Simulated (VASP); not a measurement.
# CdSe (C2) in VASP: a series of runs

The runs below take CdSe through single point, with PBE.

Everything below comes from runs of VASP 6.6.1. Logs are shortened: lines on timing, memory, paths and dates and some standing lists are left out, and cuts for length are marked.

## Step 1: The cell of the first run

The structure is monoclinic, space group C2 (No. 5). The conventional cell has a = 5.926 Å, b = 6.197 Å, c = 3.792 Å, α = 90.00°, β = 126.74°, γ = 90.00°. Within 3.2 Å of Cd (site symmetry 2) lie 4 Se at 2.45 to 2.84 Å. Within 3.2 Å of Se (site symmetry 2) lie 4 Cd at 2.45 to 2.84 Å.

## Step 2: Single point, PBE (engineering shear strain xz -0.2200, normal strain along z -0.0500)

INCAR

```
SYSTEM = CdSe
PREC     = Accurate       ! precision mode
ENCUT    = 520            ! plane-wave cutoff, eV
EDIFF    = 1E-7           ! SCF threshold, eV
ISMEAR   = 0              ! smearing method
SIGMA    = 0.05           ! smearing width, eV
LREAL    = .FALSE.        ! projectors in reciprocal space
LASPH    = .TRUE.         ! aspherical terms in the spheres
NELM     = 80             ! most SCF steps
ALGO     = Normal         ! electronic algorithm
ISIF     = 2              ! what is computed and relaxed
LWAVE    = .FALSE.        ! write WAVECAR
LCHARG   = .FALSE.        ! write CHGCAR
GGA      = PE             ! functional
NBANDS   = 16             ! bands
```

KPOINTS

```
Automatic mesh
0
G
  10 10 10
  0 0 0
```

POSCAR

```
CdSe
1.0
   -0.3408256141      2.9434939398      3.0984146735
    3.0984146735     -0.3408256141      3.0984146735
    2.7575890594      2.6026683257      0.0000000000
Cd Se
1 1
Direct
    0.0000000000      0.0000000000      0.0000000000
    0.7500000000      0.7500000000      0.7500000000
```

Potentials or basis: VASP PAW PBE potentials, release 64 (Cd, Se).

Run with:

```sh
$ cat potpaw_PBE.64/Cd/POTCAR potpaw_PBE.64/Se/POTCAR > POTCAR
$ mpirun -np 1 vasp_std > vasp.out
```

OUTCAR:

```text
SYSTEM = CdSe
   PREC = Accurate
   ENCUT = 520
   EDIFF = 1E-7
   ISMEAR = 0
   LREAL = .FALSE.
   LASPH = .TRUE.
   NELM = 80
   ISIF = 2
   GGA = PE

 ion  position               nearest neighbor table
   1  0.000  0.000  0.000-   2 2.45   2 2.45   2 2.84   2 2.84
   2  0.750  0.750  0.750-   1 2.45   1 2.45   1 2.84   1 2.84

  LATTYP: Found a base centered monoclinic cell.
 ALAT       =     5.9263205019
 B/A-ratio  =     1.0456453283
 C/A-ratio  =     0.6398332729
 COS(beta)  =    -0.5981802422

  Lattice vectors:

 A1 = (   0.3408256141,  -2.9434939398,   3.0984146735)
 A2 = (   0.3408256141,  -2.9434939398,  -3.0984146735)
 A3 = (   2.7575890594,   2.6026683257,   0.0000000000)

Analysis of symmetry for initial positions (statically):
=====================================================================
 Subroutine PRICEL returns:
 Original cell was already a primitive cell.

 Routine SETGRP: Setting up the symmetry group for a
 base centered monoclinic supercell.

 Subroutine GETGRP returns: Found  2 space group operations
 (whereof  2 operations were pure point group operations)
 out of a pool of  4 trial point group operations.

The static configuration has the point symmetry C_2 .

Analysis of symmetry for dynamics (positions and initial velocities):
=====================================================================
 Subroutine PRICEL returns:
 Original cell was already a primitive cell.

 Routine SETGRP: Setting up the symmetry group for a
 base centered monoclinic supercell.

 Subroutine GETGRP returns: Found  2 space group operations
 (whereof  2 operations were pure point group operations)
 out of a pool of  4 trial point group operations.

The dynamic configuration has the point symmetry C_2 .

 Subroutine INISYM returns: Found  2 space group operations
 (whereof  2 operations are pure point group operations),
 and found     1 'primitive' translations

----------------------------------------------------------------------------------------

                                     Primitive cell

  volume of cell :      55.7963

  direct lattice vectors                    reciprocal lattice vectors
    -0.340825614  2.943493940  3.098414674    -0.144528406  0.153131288  0.161372848
     3.098414674 -0.340825614  3.098414674     0.144528406 -0.153131288  0.161372848
     2.757589059  2.602668326  0.000000000     0.182381084  0.190983965 -0.161372848

  length of vectors
     4.287247621  4.395055071  3.791857043     0.265290120  0.265290120  0.309481713
[... 81 lines left out ...]
   EDIFF  = 0.1E-06   stopping-criterion for ELM
   LREAL  =      F    real-space projection
   EDIFFG = 0.1E-05   stopping-criterion for IOM
   NSW    =      0    number of steps for IOM
   IBRION =     -1    ionic relax: 0-MD 1-quasi-New 2-CG
   NFREE  =      0    steps in history (QN), initial steepest desc. (CG)
   ISIF   =      2    stress and relaxation
   ISYM   =      2    0-nonsym 1-usesym 2-fastsym
   POTIM  = 0.5000    time-step for ionic-motion
   TEBEG  =    0.0;   TEEND  =   0.0 temperature during run
   PSTRESS=    0.0 pullay stress
   NELECT =      18.0000    total number of electrons
   NUPDOWN=      -1.0000    fix difference up-down
   EMIN   =  10.00;   EMAX   =-10.00  energy-range for DOS
   EFERMI =   0.00;   METHOD = LEGACY
   ISMEAR =     0;   SIGMA  =   0.05  broadening in eV -4-tet -1-fermi 0-gaus
   EFERMI_NEDOS =   21; number of points for ismear=-14 and -15
   IALGO  =     38    algorithm
   IMIX   =      4    mixing-type and parameters
     AMIX     =   0.40;   BMIX     =  1.00
     AMIX_MAG =   1.60;   BMIX_MAG =  1.00
  volume/ion in A,a.u.               =      27.90       188.27
  Fermi-wavevector in a.u.,A,eV,Ry     =   1.122787  2.121759 17.152186  1.260650
  Thomas-Fermi vector in A             =   2.259449
   LORBIT       =      0    0 simple, 1 ext, 2 COOP (PROOUT), +10 PAW based schemes
   GGA     = PE    functional components
   LHFCALC =     F    Hartree Fock is set to
   AEXX    =    0.0000 exact exchange contribution
   IVDW    =     0    specifies the selected vdW correction
   LEPSILON=     F    determine dielectric tensor
   LRPA    =     F    only Hartree local field effects (RPA)
 non-spin polarized calculation
 Gauss-broadening in eV      SIGMA  =   0.05
  energy-cutoff  :      520.00
  volume of cell :       55.80
 maximum number of plane-waves:      1523
   NGX = 15   NGY = 17   NGZ = 15

 number of electron      18.0000003 magnetization

 Free energy of the ion-electron system (eV)
  ---------------------------------------------------
  ext. energy  EPLUGINS =         0.00000000
  ---------------------------------------------------
  free energy    TOTEN  =        -5.00171985 eV

  energy without entropy =       -5.00166597  energy(sigma->0) =       -5.00169291

 E-fermi :   1.6019     XC(G=0):  -8.9131

 val. band max:        1.5789476905   @ k =   0.0000   0.0000   0.0000
 cond. band min:       1.6211419750   @ k =   0.0000   0.0000   0.0000
 fundamental gap:      0.0421942845
 Fermi energy:         1.6018846448

 k-point     1 :       0.0000    0.0000    0.0000
  band No.  band energies     occupation
      1     -11.7467      2.00000
      2      -7.1543      2.00000
      3      -7.0790      2.00000
      4      -6.9508      2.00000
      5      -6.6623      2.00000
      6      -6.6260      2.00000
[... 433 lines left out ...]
      3      -6.9331      2.00000
      4      -6.6989      2.00000
      5      -6.5948      2.00000
      6      -6.4736      2.00000
[... 8 lines left out ...]
     15      13.6303      0.00000
     16      14.8478      0.00000

 [... further k-points ...]

------------------------ aborting loop because EDIFF is reached ----------------------------------------

  FORCE on cell =-STRESS in cart. coord.  units (eV):
  Direction    XX          YY          ZZ          XY          YZ          ZX
  --------------------------------------------------------------------------------------
  -------------------------------------------------------------------------------------
  Total        2.5298089      2.5267947      2.3993236      4.0252691      0.0000000      0.0000000
  in kB       72.6428939     72.5563422     68.8960379    115.5846990      0.0000000      0.0000000
  external PRESSURE =      71.3650913 kB  Pullay stress =       0.0000000 kB

 VOLUME and BASIS-vectors are now :
 -----------------------------------------------------------------------------
  energy-cutoff  :      520.00
  volume of cell :       55.80
      direct lattice vectors                 reciprocal lattice vectors
    -0.340825614  2.943493940  3.098414674    -0.144528406  0.153131288  0.161372848
     3.098414674 -0.340825614  3.098414674     0.144528406 -0.153131288  0.161372848
     2.757589059  2.602668326  0.000000000     0.182381084  0.190983965 -0.161372848

 POSITION                                       TOTAL-FORCE (eV/Angst)
 -----------------------------------------------------------------------------------
      0.00000      0.00000      0.00000         0.000000      0.000000      1.874272
      4.13638      3.90400      4.64762        -0.000000     -0.000000     -1.874272
 -----------------------------------------------------------------------------------
    total drift:                                0.000004      0.000001      0.000290

  FREE ENERGIE OF THE ION-ELECTRON SYSTEM (eV)
  ---------------------------------------------------
  free  energy   TOTEN  =        -5.0017198473 eV

  energy  without entropy=       -5.0016659698  energy(sigma->0) =       -5.00169291
```

OSZICAR:

```text
N       E                     dE             d eps       ncg     rms          rms(c)
DAV:   1     0.107509720971E+03    0.10751E+03   -0.88502E+03  9200   0.101E+03
DAV:   2    -0.144041179375E+01   -0.10895E+03   -0.10302E+03 11016   0.248E+02
DAV:   3    -0.542691743776E+01   -0.39865E+01   -0.39802E+01 10808   0.495E+01
DAV:   4    -0.544371517685E+01   -0.16798E-01   -0.16797E-01 11496   0.321E+00
DAV:   5    -0.544382470240E+01   -0.10953E-03   -0.10953E-03 11176   0.225E-01    0.743E+00
DAV:   6    -0.502732432272E+01    0.41650E+00   -0.61203E-01 12624   0.969E+00    0.558E+00
DAV:   7    -0.500120241509E+01    0.26122E-01   -0.21013E-01 11392   0.303E+00    0.219E+00
DAV:   8    -0.500154466721E+01   -0.34225E-03   -0.18645E-02 10560   0.170E+00    0.310E-01
DAV:   9    -0.500160377372E+01   -0.59107E-04   -0.17919E-03 11400   0.579E-01    0.524E-02
DAV:  10    -0.500167316043E+01   -0.69387E-04   -0.19333E-04 11640   0.163E-01    0.423E-02
DAV:  11    -0.500172014992E+01   -0.46989E-04   -0.80198E-05 10840   0.628E-02    0.155E-02
DAV:  12    -0.500171924482E+01    0.90510E-06   -0.46467E-06 10640   0.288E-02    0.500E-03
DAV:  13    -0.500171980992E+01   -0.56510E-06   -0.19348E-06 10912   0.920E-03    0.285E-03
DAV:  14    -0.500171984735E+01   -0.37429E-07   -0.34064E-08  8840   0.129E-03
   1 F= -.50017198E+01 E0= -.50016929E+01  d E =-.538776E-04
```

Wall time 76 s (1 thread of Intel Xeon 6975P-C (Granite Rapids), shared host); peak memory 0.38 GiB.

Results:

| Item | Value |
| --- | --- |
| Free energy | -5.0017 eV |
| Pressure | 7.1 GPa |
| Largest force | 1.874 eV/Å |
| Band gap on the k mesh | 0.04 eV |

Forces on the atoms (eV/Å):
```
Cd   0.000  0.000  1.874
Se   0.000  0.000 -1.874
```

Caveat: the cell differs from its parent crystal (engineering shear strain xz -0.2200, normal strain along z -0.0500); the cell stands under pressure; forces of over 1 eV/Å act on the atoms, so gaps and moduli don't describe the material at rest.

## Step 3: Single point, PBE (engineering shear strain xz -0.1467, normal strain along z -0.0500)

INCAR

```
SYSTEM = CdSe
PREC = Accurate ; ENCUT = 520
EDIFF = 1E-6 ; ISMEAR = 0
SIGMA = 0.05 ; LREAL = .False.
LASPH = .True. ; NELM = 100
ALGO = Normal ; ISIF = 2
LWAVE = .False. ; LCHARG = .False.
GGA = PE ; NBANDS = 16
```

KPOINTS

```
regular mesh
0
Gamma
  10 10 10
  0 0 0
```

POSCAR

```
CdSe
1.0
   -0.2272687163      2.9434939398      3.0984146735
    3.0984146735     -0.2272687163      3.0984146735
    2.8711459572      2.7162252235      0.0000000000
Cd Se
1 1
Direct
    0.0000000000      0.0000000000      0.0000000000
    0.7500000000      0.7500000000      0.7500000000
```

Potentials or basis: VASP PAW PBE potentials, release 64 (Cd, Se).

Run with:

```sh
$ cat potpaw_PBE.64/Cd/POTCAR potpaw_PBE.64/Se/POTCAR > POTCAR
$ mpirun -np 1 vasp_std > vasp.out
```

Run time: 70 s. Hardware: 1 thread of Intel Xeon 6975P-C (Granite Rapids), shared host; peak memory 0.39 GiB.

Results (log left out):

```
Free energy            : -5.2673 eV
Pressure               : 4.7 GPa
Largest force          : 1.139 eV/Å
Band gap on the k mesh : 0.28 eV
```

Forces on the atoms (eV/Å):
```
Cd   0.000  0.000  1.139
Se   0.000  0.000 -1.139
```

Stress tensor (GPa, compression positive):
```
4.67 7.39 0.00
7.39 5.04 0.00
0.00 0.00 4.44
```

Levels at points of the mesh, in eV from the valence-band top:
```
           k point  band 5  band 6  band 7  band 8  band 9  band 10  band 11  band 12  band 13  band 14
(0.00, 0.00, 0.00)   -7.95   -7.93   -0.63   -0.53    0.00     0.28     4.73     5.82     6.68     9.49
(0.50, 0.00, 0.00)   -7.91   -7.70   -4.70   -1.03   -0.62     2.26     5.93     6.77     7.14    10.07
(0.50, 0.50, 0.00)   -7.88   -7.61   -4.51   -2.63   -1.44     2.37     4.23     8.58     9.47    10.36
(0.00, 0.00, 0.50)   -7.91   -7.58   -4.74   -1.43   -1.17     1.78     5.55     6.10     7.31     9.55
(0.50, 0.00, 0.50)   -7.88   -7.52   -4.26   -2.32   -2.25     2.72     3.11     8.24     9.47    10.70
(0.00, 0.50, 0.50)   -7.89   -7.60   -4.53   -2.09   -2.06     2.88     3.55     8.00     9.37    10.74
```

Caveat: the cell differs from its parent crystal (engineering shear strain xz -0.1467, normal strain along z -0.0500); the cell stands under pressure; forces of over 1 eV/Å act on the atoms, so gaps and moduli don't describe the material at rest.
